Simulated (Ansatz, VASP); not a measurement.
Given: the input of a run of VASP 6.6.1 on SiNi3.

The input POSCAR:

```
SiNi3
1.0
    3.5654576373      0.0000000000      0.0000000000
    0.0000000000      3.5654576373      0.0000000000
    0.0000000000      0.0000000000      3.5654576373
Ni Si
3 1
Direct
    0.5000000000      0.5000000000      0.0000000000
    0.5000000000      0.0000000000      0.5000000000
    0.0000000000      0.5000000000      0.5000000000
    0.0000000000      0.0000000000      0.0000000000
```

INCAR.step1

```
SYSTEM = SiNi3
PREC = Accurate
ENCUT = 520
ISMEAR = -1
SIGMA = 0.05
LREAL = .FALSE.
LASPH = .TRUE.
NELM = 150
ISPIN = 2
MAGMOM = 1 1 1 0
LMAXMIX = 4
NBANDS = 29
GGA = PE
ALGO = Normal
EDIFF = 1E-4
LWAVE = .TRUE.
LCHARG = .FALSE.
```

The input INCAR.step2:

```
SYSTEM = SiNi3
PREC = Accurate
ENCUT = 520
EDIFF = 1E-6
ISMEAR = -1
SIGMA = 0.05
LREAL = .FALSE.
LASPH = .TRUE.
NELM = 150
ALGO = Normal
ISIF = 2
LWAVE = .FALSE.
LCHARG = .FALSE.
ISPIN = 2
MAGMOM = 1 1 1 0
LORBIT = 11
LMAXMIX = 4
METAGGA = R2SCAN
LMIXTAU = .TRUE.
NBANDS = 29
ISTART = 1
```

Contents of KPOINTS:

```
Automatic mesh
0
G
  8 8 8
  0 0 0
```

Potentials or basis: VASP PAW PBE potentials, release 64 (Ni, Si).

Launch:

```bash
$ cat potpaw_PBE.64/Ni/POTCAR potpaw_PBE.64/Si/POTCAR > POTCAR
$ cp INCAR.step1 INCAR
$ mpirun -np 1 vasp_std > vasp.out
$ cp INCAR.step2 INCAR
$ mpirun -np 1 vasp_std > vasp.out
```

Task: Set up the same calculation for Ansatz 0.2.0. Potentials there: Ansatz PAW.

Result: As run (the cutoff follows the program's own potentials):

input.yaml

```yaml
crystal:
  lattice:
    - [3.5654576373, 0.0, 0.0]
    - [0.0, 3.5654576373, 0.0]
    - [0.0, 0.0, 3.5654576373]
  atoms:
    - { symbol: Ni, position: [0.5, 0.5, 0.0], spin: 1.0 }
    - { symbol: Ni, position: [0.5, 0.0, 0.5], spin: 1.0 }
    - { symbol: Ni, position: [0.0, 0.5, 0.5], spin: 1.0 }
    - { symbol: Si, position: [0.0, 0.0, 0.0] }
hamiltonian:
  xc: r2scan
  pseudopotentials: { kind: paw }
magnetization:
  spin_polarized: true
kpoints:
  mp_grid: { grid: [8, 8, 8] }
scf:
  occupations: { method: fermi_dirac, width: 0.05 }
output:
  forces: true
  stress: true
  eigenvalues: true
```

Potentials or basis: Ansatz PAW.

Command:

```bash
$ ansatz run input.yaml --threads 2 --pin off --max-ram 5632MiB --backend cpu --events-out ev --progress --plain --runs-dir out
```

Both were run:

|  | VASP | Ansatz | Ansatz less VASP |
| --- | --- | --- | --- |
| gap on the k mesh at the Fermi level (eV) | none | none | - |
| pressure (GPa) | -16.4 | -16.8 | -0.37 |
| net moment per atom (μB) | 0.00 | 0.04 | +0.044 |
| size of the moment on the site where the two differ most (μB) | 0.00 | 0.07 | +0.072 |

VASP's potentials were made for PBE, not for r2SCAN. Site moments also hang on the region over which each program counts them. A gap of «none» marks a metal or a gap that the smearing closes. The functional is the same, so the differences come from potentials, cutoffs and numerics. VASP's potentials hold 34 valence electrons a cell and Ansatz's 58, so a difference there can come from the potentials and not from the codes.

Noted on Ansatz's run: the magnetic or orbital state may not be the lowest.
